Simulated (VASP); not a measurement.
The system is Si5F.

```
CELL_PARAMETERS angstrom
0.00000 3.49067 3.49067
3.49067 0.00000 3.49067
3.49067 3.49067 0.00000
ATOMIC_POSITIONS crystal
Si 0.12500 0.62500 0.62500
Si 0.62500 0.62500 0.62500
Si 0.62500 0.12500 0.62500
Si 0.62500 0.62500 0.12500
Si 0.25000 0.25000 0.25000
F 0.00000 0.00000 0.00000
```

- Program: VASP 6.6.1
- Task: relaxation of cell and atoms
- Functional: PBE
- Potentials or basis: VASP PAW PBE potentials, release 64 (Si, F)
- Cutoff: 600 eV
- k mesh: 4 × 4 × 4
- Occupations: gaussian, width 0.1 eV
- Spin: no spin polarisation

At the start: pressure 6.1 GPa; volume 14.18 Å³/atom.

Problem. Where does the relaxation end?

Solution. Over 3 steps the energy falls by 17.2 meV/atom and the volume is 15.07 Å³/atom (+6.3 %); space group F-43m (No. 216, to 0.05 Å).

The path:
| step | energy change (eV) | largest force (eV/Å) | pressure (GPa) | volume (Å³) |
| --- | --- | --- | --- | --- |
| 1 | 0.0000 | 0.2976 | 6.13 | 85.07 |
| 2 | -0.0964 | 0.0877 | -1.32 | 91.93 |
| 3 | -0.1032 | 0.0214 | 0.05 | 90.42 |

Final structure:
```
CELL_PARAMETERS angstrom
0.00000 3.56247 3.56247
3.56247 0.00000 3.56247
3.56247 3.56247 0.00000
ATOMIC_POSITIONS crystal
Si 0.12218 0.62594 0.62594
Si 0.62594 0.62594 0.62594
Si 0.62594 0.12218 0.62594
Si 0.62594 0.62594 0.12218
Si 0.25000 0.25000 0.25000
F 0.00000 0.00000 0.00000
```

Caveat: the k points lie up to 0.38 Å⁻¹ apart in the final cell; an odd number of electrons without spin polarisation forces a metal; a magnetic or distorted state may lie lower.
